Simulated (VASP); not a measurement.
# CsHfS2 (P-6m2) in VASP: notebook, part 2 of 2

VASP 6.6.1.

## (3) Single point, PBE

The input, INCAR:

```
SYSTEM = CsHfS2
PREC = Accurate
ENCUT = 520
EDIFF = 1E-7
ISMEAR = 0
SIGMA = 0.1
LREAL = .FALSE.
LASPH = .TRUE.
NELM = 100
ALGO = Normal
ISIF = 2
LWAVE = .FALSE.
LCHARG = .TRUE.
GGA = PE
LELF = .TRUE.
LVHAR = .TRUE.
NBANDS = 24
```

The input, KPOINTS:

```
Automatic mesh
0
G
  12 12 6
  0 0 0
```

The input, POSCAR:

```
CsHfS2
1.0
    3.6816110272      0.0000000000      0.0000000000
   -1.8408055136      3.1883686764      0.0000000000
    0.0000000000      0.0000000000      8.4422940000
Cs Hf S
1 1 2
Direct
    0.6666666667      0.3333333333      0.5000000000
    0.6666666667      0.3333333333      0.0000000000
    0.0000000000      0.0000000000      0.1831740000
    0.0000000000      0.0000000000      0.8168260000
```

Potentials or basis: VASP PAW PBE potentials, release 64 (Cs_sv, Hf_pv, S).

Launch:

```bash
cat potpaw_PBE.64/Cs_sv/POTCAR potpaw_PBE.64/Hf_pv/POTCAR potpaw_PBE.64/S/POTCAR > POTCAR
mpirun -np 1 vasp_std > vasp.out
```

OUTCAR:

```text
SYSTEM = CsHfS2
   PREC = Accurate
   ENCUT = 520
   EDIFF = 1E-7
   ISMEAR = 0
   LREAL = .FALSE.
   LASPH = .TRUE.
   NELM = 100
   ISIF = 2
   GGA = PE

 ion  position               nearest neighbor table
   1  0.667  0.333  0.500-
   2  0.667  0.333  0.000-   3 2.63   4 2.63   3 2.63   4 2.63   3 2.63   4 2.63
   3  0.000  0.000  0.183-   2 2.63   2 2.63   2 2.63
   4  0.000  0.000  0.817-   2 2.63   2 2.63   2 2.63

  LATTYP: Found a hexagonal cell.
 ALAT       =     3.6816110272
 C/A-ratio  =     2.2930977601

  Lattice vectors:

 A1 = (   3.6816110272,   0.0000000000,   0.0000000000)
 A2 = (  -1.8408055136,   3.1883686764,   0.0000000000)
 A3 = (   0.0000000000,   0.0000000000,   8.4422940000)

Analysis of symmetry for initial positions (statically):
=====================================================================
 Subroutine PRICEL returns:
 Original cell was already a primitive cell.

 Routine SETGRP: Setting up the symmetry group for a
 hexagonal supercell.

 Subroutine GETGRP returns: Found 12 space group operations
 (whereof 12 operations were pure point group operations)
 out of a pool of 24 trial point group operations.

The static configuration has the point symmetry D_3h.

Analysis of symmetry for dynamics (positions and initial velocities):
=====================================================================
 Subroutine PRICEL returns:
 Original cell was already a primitive cell.

 Routine SETGRP: Setting up the symmetry group for a
 hexagonal supercell.

 Subroutine GETGRP returns: Found 12 space group operations
 (whereof 12 operations were pure point group operations)
 out of a pool of 24 trial point group operations.

The dynamic configuration has the point symmetry D_3h.

 Subroutine INISYM returns: Found 12 space group operations
 (whereof 12 operations are pure point group operations),
 and found     1 'primitive' translations

----------------------------------------------------------------------------------------

                                     Primitive cell

  volume of cell :      99.0985

  direct lattice vectors                    reciprocal lattice vectors
     3.681611027  0.000000000  0.000000000     0.271620221  0.156820008  0.000000000
    -1.840805514  3.188368676  0.000000000     0.000000000  0.313640015  0.000000000
     0.000000000  0.000000000  8.442294000     0.000000000  0.000000000  0.118451217

  length of vectors
     3.681611027  3.681611027  8.442294000     0.313640015  0.313640015  0.118451217

  position of ions in fractional coordinates (direct lattice)
     0.666666667  0.333333333  0.500000000
     0.666666667  0.333333333  0.000000000
     0.000000000  0.000000000  0.183174000
     0.000000000  0.000000000  0.816826000

  ion indices of the primitive-cell ions
   primitive index   ion index
                 1           1
                 2           2
                 3           3
                 4           4

----------------------------------------------------------------------------------------

 KPOINTS: Automatic mesh

Automatic generation of k-mesh.
 Grid dimensions read from file:
 generate k-points for:   12   12    6

 Generating k-lattice:

  Cartesian coordinates                     Fractional coordinates (reciprocal lattice)
     0.022635018  0.013068334  0.000000000     0.083333333 -0.000000000  0.000000000
     0.000000000  0.026136668  0.000000000     0.000000000  0.083333333  0.000000000
     0.000000000  0.000000000  0.019741870     0.000000000  0.000000000  0.166666667

  Length of vectors
     0.026136668  0.026136668  0.019741870

  Shift w.r.t. Gamma in fractional coordinates (k-lattice)
     0.000000000  0.000000000  0.000000000

 Subroutine IBZKPT returns following result:
 ===========================================

 Found     76 irreducible k-points:

 Following reciprocal coordinates:
            Coordinates               Weight
  0.000000  0.000000  0.000000      1.000000
  0.083333  0.000000  0.000000      6.000000
  0.166667  0.000000  0.000000      6.000000
  0.250000  0.000000  0.000000      6.000000
  0.333333  0.000000  0.000000      6.000000
  0.416667 -0.000000  0.000000      6.000000
[... 16 lines left out ...]
  0.250000  0.000000  0.166667     12.000000
  0.333333  0.000000  0.166667     12.000000
 [... further k-points ...]
   k-points           NKPTS =     76   k-points in BZ     NKDIM =     76   number of bands    NBANDS=     24
   number of dos      NEDOS =    301   number of ions     NIONS =      4
   total plane-waves  NPLWV =  50176
   dimension x,y,z NGX =    28 NGY =   28 NGZ =   64
   dimension x,y,z NGXF=    56 NGYF=   56 NGZF=  128
   ions per type =               1   1   2
   NGX,Y,Z   is equivalent  to a cutoff of  12.64, 12.64, 12.60 a.u.
   NGXF,Y,Z  is equivalent  to a cutoff of  25.29, 25.29, 25.21 a.u.
 SYSTEM =  CsHfS2
   PREC   = accura    normal or accurate (medium, high low for compatibility)
   ISTART =      0    job   : 0-new  1-cont  2-samecut
   ICHARG =      2    charge: 1-file 2-atom 10-const
   ISPIN  =      1    spin polarized calculation?
   LNONCOLLINEAR =      F non collinear calculations
   LSORBIT =      F    spin-orbit coupling
   LASPH  =      T    aspherical Exc in radial PAW
   ENCUT  =  520.0 eV  38.22 Ry    6.18 a.u.   6.85  6.85 15.70*2*pi/ulx,y,z
   NELM   =    100;   NELMIN=  2; NELMDL= -5     # of ELM steps
   EDIFF  = 0.1E-06   stopping-criterion for ELM
   LREAL  =      F    real-space projection
   EDIFFG = 0.1E-05   stopping-criterion for IOM
   NSW    =      0    number of steps for IOM
   IBRION =     -1    ionic relax: 0-MD 1-quasi-New 2-CG
   NFREE  =      0    steps in history (QN), initial steepest desc. (CG)
   ISIF   =      2    stress and relaxation
   ISYM   =      2    0-nonsym 1-usesym 2-fastsym
   POTIM  = 0.5000    time-step for ionic-motion
   TEBEG  =    0.0;   TEEND  =   0.0 temperature during run
   PSTRESS=    0.0 pullay stress
   NELECT =      31.0000    total number of electrons
   NUPDOWN=      -1.0000    fix difference up-down
   EMIN   =  10.00;   EMAX   =-10.00  energy-range for DOS
   EFERMI =   0.00;   METHOD = LEGACY
   ISMEAR =     0;   SIGMA  =   0.10  broadening in eV -4-tet -1-fermi 0-gaus
   EFERMI_NEDOS =   21; number of points for ismear=-14 and -15
   IALGO  =     38    algorithm
   IMIX   =      4    mixing-type and parameters
     AMIX     =   0.40;   BMIX     =  1.00
     AMIX_MAG =   1.60;   BMIX_MAG =  1.00
  volume/ion in A,a.u.               =      24.77       167.19
  Fermi-wavevector in a.u.,A,eV,Ry     =   1.111322  2.100093 16.803681  1.235036
  Thomas-Fermi vector in A             =   2.247883
   LORBIT       =      0    0 simple, 1 ext, 2 COOP (PROOUT), +10 PAW based schemes
   GGA     = PE    functional components
   LHFCALC =     F    Hartree Fock is set to
   AEXX    =    0.0000 exact exchange contribution
   IVDW    =     0    specifies the selected vdW correction
   LEPSILON=     F    determine dielectric tensor
   LRPA    =     F    only Hartree local field effects (RPA)
 non-spin polarized calculation
 Gauss-broadening in eV      SIGMA  =   0.10
  energy-cutoff  :      520.00
  volume of cell :       99.10
 maximum number of plane-waves:      2688
 NGX is ok and might be reduce to    28
   NGX = 13   NGY = 13   NGZ = 31

 number of electron      30.9999995 magnetization

 Free energy of the ion-electron system (eV)
  ---------------------------------------------------
  ext. energy  EPLUGINS =         0.00000000
  ---------------------------------------------------
  free energy    TOTEN  =       -24.31091857 eV

  energy without entropy =      -24.29404382  energy(sigma->0) =      -24.30248120

 E-fermi :   5.2669     XC(G=0):  -9.7859

 val. band max:        5.2644927337   @ k =   0.3333   0.1667   0.3333
 cond. band min:       5.2697155903   @ k =   0.3333   0.1667   0.5000
 fundamental gap:      0.0052228566
 Fermi energy:         5.2668755122

 k-point     1 :       0.0000    0.0000    0.0000
  band No.  band energies     occupation
      1     -26.1714      2.00000
      2     -26.1070      2.00000
      3     -26.1070      2.00000
      4     -18.5192      2.00000
      5      -8.8659      2.00000
      6      -8.0162      2.00000
[... 637 lines left out ...]
     23      10.2238      0.00000
     24      10.9532      0.00000

 [... further k-points ...]

------------------------ aborting loop because EDIFF is reached ----------------------------------------

  FORCE on cell =-STRESS in cart. coord.  units (eV):
  Direction    XX          YY          ZZ          XY          YZ          ZX
  --------------------------------------------------------------------------------------
  -------------------------------------------------------------------------------------
  Total       -0.1574697     -0.1574697     -0.1339385      0.0000000      0.0000000     -0.0000000
  in kB       -2.5458959     -2.5458959     -2.1654542      0.0000000      0.0000000     -0.0000000
  external PRESSURE =      -2.4190820 kB  Pullay stress =       0.0000000 kB

 VOLUME and BASIS-vectors are now :
 -----------------------------------------------------------------------------
  energy-cutoff  :      520.00
  volume of cell :       99.10
      direct lattice vectors                 reciprocal lattice vectors
     3.681611027  0.000000000  0.000000000     0.271620221  0.156820008  0.000000000
    -1.840805514  3.188368676  0.000000000     0.000000000  0.313640015  0.000000000
     0.000000000  0.000000000  8.442294000     0.000000000  0.000000000  0.118451217

 POSITION                                       TOTAL-FORCE (eV/Angst)
 -----------------------------------------------------------------------------------
      1.84081      1.06279      4.22115        -0.000000      0.000000      0.000000
      1.84081      1.06279      0.00000         0.000000     -0.000000      0.000000
      0.00000      0.00000      1.54641         0.000000      0.000000     -0.058710
      0.00000      0.00000      6.89589         0.000000     -0.000000      0.058710
 -----------------------------------------------------------------------------------
    total drift:                               -0.000000      0.000000      0.000000

  FREE ENERGIE OF THE ION-ELECTRON SYSTEM (eV)
  ---------------------------------------------------
  free  energy   TOTEN  =       -24.3109185731 eV

  energy  without entropy=      -24.2940438213  energy(sigma->0) =      -24.30248120
```

stdout:

```text
POSCAR found type information on POSCAR CsHfS
 POSCAR found :  3 types and       4 ions
 scaLAPACK will be used
 LDA part: xc-table for (Slater+PW92), standard interpolation
 POSCAR, INCAR and KPOINTS ok, starting setup
 FFT: planning ... GRIDC
 FFT: planning ... GRID_SOFT
 FFT: planning ... GRID
 WAVECAR not read
 entering main loop
```

Wall time 76 s (1 thread of Intel Xeon 6975P-C (Granite Rapids), shared host); peak memory 0.33 GiB.

What came out:

```
Free energy            : -24.3109 eV
Pressure               : -0.2 GPa
Largest force          : 0.059 eV/Å
Band gap on the k mesh : zero (an odd number of electrons rules out a gap without spin polarisation)
```

Forces in eV/Å, atoms in the order of the input:
```
Cs   0.000  0.000  0.000
Hf   0.000  0.000  0.000
S    0.000  0.000 -0.059
S    0.000  0.000  0.059
```

Levels at points of the mesh, in eV from the Fermi level:
| k point | band 12 | band 13 | band 14 | band 15 | band 16 | band 17 | band 18 | band 19 |
| --- | --- | --- | --- | --- | --- | --- | --- | --- |
| (0.00, 0.00, 0.00) | -3.15 | -2.36 | -2.36 | -1.85 | 0.15 | 1.82 | 2.38 | 2.38 |
| (0.50, 0.00, 0.00) | -4.34 | -3.48 | -2.94 | -2.66 | -0.44 | 0.68 | 3.08 | 3.25 |
| (0.00, 0.00, 0.50) | -3.16 | -2.78 | -2.35 | -2.35 | 1.07 | 1.14 | 2.40 | 2.40 |
| (0.50, 0.00, 0.50) | -4.54 | -3.41 | -2.76 | -2.43 | -0.34 | 0.78 | 2.21 | 2.96 |

Caveat: spin-orbit coupling is left out, which moves the levels of the heavy elements.

## (4) Relaxation of cell and atoms, PBE

The input, INCAR:

```
SYSTEM = CsHfS2
PREC = Accurate
ENCUT = 600
EDIFF = 1E-6
ISMEAR = 0
SIGMA = 0.1
LREAL = .False.
LASPH = .True.
NELM = 80
ALGO = Normal
ISIF = 3
LWAVE = .False.
LCHARG = .False.
GGA = PE
IBRION = 2
NSW = 100
EDIFFG = -0.01
```

The input, KPOINTS:

```
Automatic mesh
0
Gamma
  12 12 6
  0 0 0
```

The input, POSCAR:

```
CsHfS2
1.0
    3.6816110000      0.0000000000      0.0000000000
   -1.8408055000      3.1883687000      0.0000000000
    0.0000000000      0.0000000000      8.4422940000
Cs Hf S
1 1 2
Direct
    0.6666667000      0.3333333000      0.5000000000
    0.6666667000      0.3333333000      0.0000000000
    0.0000000000      0.0000000000      0.1831740000
    0.0000000000      0.0000000000      0.8168260000
```

Potentials or basis: VASP PAW PBE potentials, release 64 (Cs_sv, Hf_pv, S).

Launch:

```bash
cat potpaw_PBE.64/Cs_sv/POTCAR potpaw_PBE.64/Hf_pv/POTCAR potpaw_PBE.64/S/POTCAR > POTCAR
mpirun -np 1 vasp_std > vasp.out
```

OUTCAR:

```text
SYSTEM = CsHfS2
   PREC = Accurate
   ENCUT = 600
   EDIFF = 1E-6
   ISMEAR = 0
   LREAL = .False.
   LASPH = .True.
   NELM = 80
   ISIF = 3
   GGA = PE
   IBRION = 2
   NSW = 100
   EDIFFG = -0.01

 ion  position               nearest neighbor table
   1  0.667  0.333  0.500-
   2  0.667  0.333  0.000-   3 2.63   4 2.63   3 2.63   4 2.63   3 2.63   4 2.63
   3  0.000  0.000  0.183-   2 2.63   2 2.63   2 2.63
   4  0.000  0.000  0.817-   2 2.63   2 2.63   2 2.63

  LATTYP: Found a hexagonal cell.
 ALAT       =     3.6816110000
 C/A-ratio  =     2.2930977770

  Lattice vectors:

 A1 = (   3.6816110000,   0.0000000000,   0.0000000000)
 A2 = (  -1.8408055000,   3.1883687000,   0.0000000000)
 A3 = (   0.0000000000,   0.0000000000,   8.4422940000)

Analysis of symmetry for initial positions (statically):
[... 301 lines left out ...]
  energy without entropy =      -24.29500473  energy(sigma->0) =      -24.30341474

 E-fermi :   5.2893     XC(G=0):  -9.7977

 val. band max:        5.2864198662   @ k =   0.3333   0.1667   0.3333
 cond. band min:       5.2914706474   @ k =   0.3333   0.1667   0.5000
 fundamental gap:      0.0050507813
 Fermi energy:         5.2892971586

 k-point     1 :       0.0000    0.0000    0.0000
  band No.  band energies     occupation
      1     -26.1326      2.00000
      2     -26.0669      2.00000
      3     -26.0669      2.00000
      4     -18.5093      2.00000
      5      -8.8604      2.00000
      6      -7.9992      2.00000
[... 505 lines left out ...]
      6      -7.6048      2.00000
[... 11 lines left out ...]
     18       8.1332      0.00000
     19       8.1488      0.00000

 [... further k-points ...]

------------------------ aborting loop because EDIFF is reached ----------------------------------------

  FORCE on cell =-STRESS in cart. coord.  units (eV):
  Direction    XX          YY          ZZ          XY          YZ          ZX
  --------------------------------------------------------------------------------------
  -------------------------------------------------------------------------------------
  Total        0.0069065      0.0069065      0.0243217      0.0000000      0.0000000      0.0000000
  in kB        0.1119664      0.1119664      0.3942966      0.0000000      0.0000000      0.0000000
  external PRESSURE =       0.2060765 kB  Pullay stress =       0.0000000 kB
[... 19 lines left out ...]
  FREE ENERGIE OF THE ION-ELECTRON SYSTEM (eV)
  ---------------------------------------------------
  free  energy   TOTEN  =       -24.3118247473 eV

  energy  without entropy=      -24.2950047286  energy(sigma->0) =      -24.30341474

 reached required accuracy - stopping structural energy minimisation
```

OSZICAR:

```text
N       E                     dE             d eps       ncg     rms          rms(c)
DAV:   1     0.186640349931E+03    0.18664E+03   -0.15910E+04  2888   0.159E+03
DAV:   2    -0.134078099034E+02   -0.20005E+03   -0.19489E+03  3978   0.299E+02
DAV:   3    -0.260109521374E+02   -0.12603E+02   -0.12504E+02  3424   0.692E+01
[... 30 lines left out ...]
DAV:   2    -0.243118427649E+02    0.43611E-04   -0.25642E-04  3341   0.101E-01    0.422E-02
DAV:   3    -0.243118309809E+02    0.11784E-04   -0.23713E-05  3626   0.262E-02    0.199E-02
DAV:   4    -0.243118262921E+02    0.46888E-05   -0.55813E-06  3612   0.136E-02    0.798E-03
DAV:   5    -0.243118249333E+02    0.13588E-05   -0.20287E-06  2508   0.870E-03    0.295E-03
DAV:   6    -0.243118247473E+02    0.18602E-06   -0.35870E-07  1873   0.418E-03
   4 F= -.24311825E+02 E0= -.24303415E+02  d E =-.494348E-04
```

CONTCAR:

```text
CsHfS2
   1.00000000000000
     3.6770612341473408   -0.0000000000000000    0.0000000000000000
    -1.8385306170736704    3.1844284870155510   -0.0000000000000000
    -0.0000000000000000    0.0000000000000000    8.4401458340734461
  Cs              Hf              S
     1     1     2
Direct
     0.6666667000000004    0.3333332999999996    0.5000000000000000
     0.6666667000000004    0.3333332999999996    0.0000000000000000
     1.0000000000000000    0.0000000000000000    0.1828623877796142
     1.0000000000000000    0.0000000000000000    0.8171376122203858

  0.00000000E+00  0.00000000E+00  0.00000000E+00
  0.00000000E+00  0.00000000E+00  0.00000000E+00
  0.00000000E+00  0.00000000E+00  0.00000000E+00
  0.00000000E+00  0.00000000E+00  0.00000000E+00
```

Wall time 3 min (1 thread of Intel Xeon 6975P-C (Granite Rapids), shared host); peak memory 0.39 GiB.

Results:

```
Free energy                           : -24.3118 eV
Relaxed volume                        : 24.71 Å³/atom
Relaxed cell                          : a = 3.677 Å, b = 3.677 Å, c = 8.440 Å, α = 90.00°, β = 90.00°, γ = 120.00°
Space group after relaxing (to 0.1 Å) : P-6m2 (No. 187)
Energy gained by relaxing             : 0.1 meV/atom
Ionic steps                           : 4
Pressure after relaxing               : 0.0 GPa
Largest force after relaxing          : 0.009 eV/Å
Band gap on the k mesh                : zero (an odd number of electrons rules out a gap without spin polarisation)
```

Forces in eV/Å, atoms in the order of the input:
```
Cs   0.000  0.000  0.000
Hf   0.000  0.000  0.000
S    0.000  0.000 -0.009
S    0.000  0.000  0.009
```

The path:
```
step  energy change (eV)  largest force (eV/Å)  pressure (GPa)  volume (Å³)
   1              0.0000                0.0592           -0.22        99.10
   2             -0.0002                0.0143            0.19        98.61
   3             -0.0003                0.0143            0.04        98.80
   4             -0.0004                0.0089            0.02        98.83
```

Final structure:
```
CELL_PARAMETERS angstrom
3.67706 0.00000 0.00000
-1.83853 3.18443 0.00000
0.00000 0.00000 8.44015
ATOMIC_POSITIONS crystal
Cs 0.66667 0.33333 0.50000
Hf 0.66667 0.33333 0.00000
S 0.00000 0.00000 0.18286
S 0.00000 0.00000 0.81714
```

Caveat: spin-orbit coupling is left out, which moves the levels of the heavy elements.

## (5) Summary

```csv
task,cell,k mesh,cutoff (eV),gap on the mesh (eV),pressure (GPa),largest force (eV/Å)
single point,as given,6 × 6 × 2,520,none,-0.2,0.06
single point,as given,12 × 12 × 6,520,none,-0.2,0.06
relaxation of cell and atoms,relaxed,12 × 12 × 6,600,none,0.0,0.01
```

Alike in all rows: level PBE; potentials or basis VASP PAW PBE potentials, release 64 (Cs_sv, Hf_pv, S); no spin polarisation; smearing gaussian 0.1 eV.

Caveats: some runs use coarse meshes; spin-orbit coupling is left out, which moves the levels of the heavy elements.

Total energies depend on the potentials used, so only differences within one code and one set of settings carry meaning.
